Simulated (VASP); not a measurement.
Here is a VASP 6.6.1 calculation.

File POSCAR:

```
CeSi2Ni2
1.0
    0.0000000000      4.0540434600      0.0000000000
    4.0540434600      0.0000000000      0.0000000000
    2.0270217300      2.0270217300     -4.8213774400
Si Ni Ce
2 2 1
Direct
    0.3708000000      0.3708000000      0.2584000000
    0.6292000000      0.6292000000      0.7416000000
    0.2500000000      0.7500000000      0.5000000000
    0.7500000000      0.2500000000      0.5000000000
    0.0000000000      0.0000000000      0.0000000000
```

INCAR.step1

```
SYSTEM = CeSi2Ni2
ALGO = Normal
EDIFF = 1E-4
ENCUT = 520
GGA = PE
ISMEAR = -1
ISPIN = 2
LASPH = .TRUE.
LCHARG = .FALSE.
LDAU = .TRUE.
LDAUJ = 0 0 0
LDAUL = -1 2 3
LDAUTYPE = 2
LDAUU = 0 2.45 2.06
LMAXMIX = 6
LREAL = .FALSE.
LWAVE = .TRUE.
MAGMOM = 0 0 0 0 1
NBANDS = 32
NELM = 150
PREC = Accurate
SIGMA = 0.0137
```

INCAR.step2

```
SYSTEM = CeSi2Ni2
ALGO = Normal
EDIFF = 1E-7
ENCUT = 520
ISIF = 2
ISMEAR = -1
ISPIN = 2
ISTART = 1
IVDW = 13
LASPH = .TRUE.
LCHARG = .FALSE.
LDAU = .TRUE.
LDAUJ = 0 0 0
LDAUL = -1 2 3
LDAUPRINT = 1
LDAUTYPE = 2
LDAUU = 0 2.45 2.06
LMAXMIX = 6
LMIXTAU = .TRUE.
LORBIT = 11
LREAL = .FALSE.
LWAVE = .FALSE.
MAGMOM = 0 0 0 0 1
METAGGA = R2SCAN
NBANDS = 32
NELM = 150
PREC = Accurate
SIGMA = 0.0137
VDW_A1 = 0.51559235
VDW_A2 = 5.77342911
VDW_S6 = 1.0
VDW_S8 = 0.6018749
```

The input KPOINTS:

```
k-points
0
G
  5 5 5
  0 0 0
```

Potentials or basis: VASP PAW PBE potentials, release 64 (Si, Ni, Ce).

Launch:

```bash
$ cat potpaw_PBE.64/Si/POTCAR potpaw_PBE.64/Ni/POTCAR potpaw_PBE.64/Ce/POTCAR > POTCAR
$ cp INCAR.step1 INCAR
$ mpirun -np 1 vasp_std > vasp.out
$ cp INCAR.step2 INCAR
$ mpirun -np 1 vasp_std > vasp.out
```

Question: Estimate the site moments.

Answer: Si +0.00; Ni +0.02; Ce -0.09 μB.

Question: Estimate the dispersion energy per atom.

Answer: -0.143 eV.

Question: What does it give for the largest force?

Answer: 0.231 eV/Å.

Stress tensor (GPa, compression positive):
```
-7.17  0.00  0.00
 0.00 -7.17  0.00
 0.00  0.00 -9.04
```

Caveat: the magnetic or orbital state may not be the lowest; the cell stands under tension; the PAW data sets were made with another functional, which shifts forces and pressure a little. The state reached can hang on the start; a lower one may exist.
